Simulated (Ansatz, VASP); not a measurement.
## CoSi: VASP beside Ansatz

File INCAR:

```
SYSTEM = CoSi
PREC     = Accurate       ! precision mode
ENCUT    = 600            ! plane-wave cutoff, eV
EDIFF    = 1E-6           ! SCF threshold, eV
ISMEAR   = 0              ! smearing method
SIGMA    = 0.1            ! smearing width, eV
LREAL    = .False.        ! projectors in reciprocal space
LASPH    = .True.         ! aspherical terms in the spheres
NELM     = 150            ! most SCF steps
ALGO     = Fast           ! electronic algorithm
ISIF     = 3              ! what is computed and relaxed
LWAVE    = .False.        ! write WAVECAR
LCHARG   = .False.        ! write CHGCAR
ISPIN    = 2              ! spin polarisation
MAGMOM   = 0 0.81         ! initial moments
LORBIT   = 11             ! projections on sites
LMAXMIX  = 4              ! l up to which the mixer works
GGA      = PS             ! functional
IBRION   = 2              ! ionic algorithm
NSW      = 80             ! ionic steps
EDIFFG   = -0.05          ! ionic threshold
```

File KPOINTS:

```
Automatic mesh
0
Gamma
  8 8 8
  0 0 0
```

POSCAR

```
CoSi
1.0
    1.9773552725     -1.9773764835      0.0000000000
    1.9773552725      1.9773764835      0.0000000000
    0.0000000000      0.0000000000      2.8069866265
Si Co
1 1
Direct
    0.0000000000      0.0000000000      0.0000000000
    0.5000000000      0.5000000000      0.5000000000
```

Input for Ansatz:

```yaml
crystal:
  lattice:
    - [1.9773552725, -1.9773764835, 0.0]
    - [1.9773552725, 1.9773764835, 0.0]
    - [0.0, 0.0, 2.8069866265]
  atoms:
    - { symbol: Si, position: [0.0, 0.0, 0.0] }
    - { symbol: Co, position: [0.5, 0.5, 0.5], spin: 0.81 }
basis:
  ecutwfc: 420
kpoints:
  mp_grid: { grid: [8, 8, 8] }
hamiltonian:
  xc: pbesol
scf:
  occupations: { method: gaussian, width: 0.1 }
output:
  forces: true
  stress: true
  eigenvalues: true
  populations: true
magnetization:
  spin_polarized: true
relax:
  adjacent_minimum: "off"
  f_tol: 0.05
  max_steps: 60
  cell: { stress_tol: 0.5 }
```

Alike in both runs: task relaxation of cell and atoms; functional PBEsol; k mesh 8 × 8 × 8; occupations gaussian, width 0.1 eV; collinear spin.

```csv
,VASP,Ansatz
version,VASP 6.6.1,Ansatz 0.2.0
potentials or method,"VASP PAW PBE potentials, release 64 (Si, Co), cutoff 600 eV","scalar-relativistic, plane waves, PAW"
valence electrons in the cell,13,21
```

Ansatz gave:

```
gap on the k mesh at the Fermi level, each at its own relaxed structure (eV) : none
net moment per atom (μB)                                                     : 0.20
size of the moment on the site where the two differ most (μB)                : 0.42
relaxed volume (Å³/atom)                                                     : 10.41
relaxed length of the cell vector where the two differ most in proportion (Å)              : 2.927
```

What did VASP give for the same quantities?

gap on the k mesh at the Fermi level, each at its own relaxed structure (eV): none; net moment per atom (μB): 0.14; size of the moment on the site where the two differ most (μB): 0.29; relaxed volume (Å³/atom): 10.41; relaxed length of the cell vector where the two differ most in proportion (Å): 2.759.

VASP's potentials were made for PBE, not for PBEsol. Site moments also hang on the region over which each program counts them. A gap of «none» marks a metal or a gap that the smearing closes. One of these differences is far larger than is usual between the two programs; its cause wasn't traced. VASP's potentials hold 13 valence electrons a cell and Ansatz's 21, so a difference there can come from the potentials and not from the codes. Ansatz's warnings: near symmetry operations not taken.
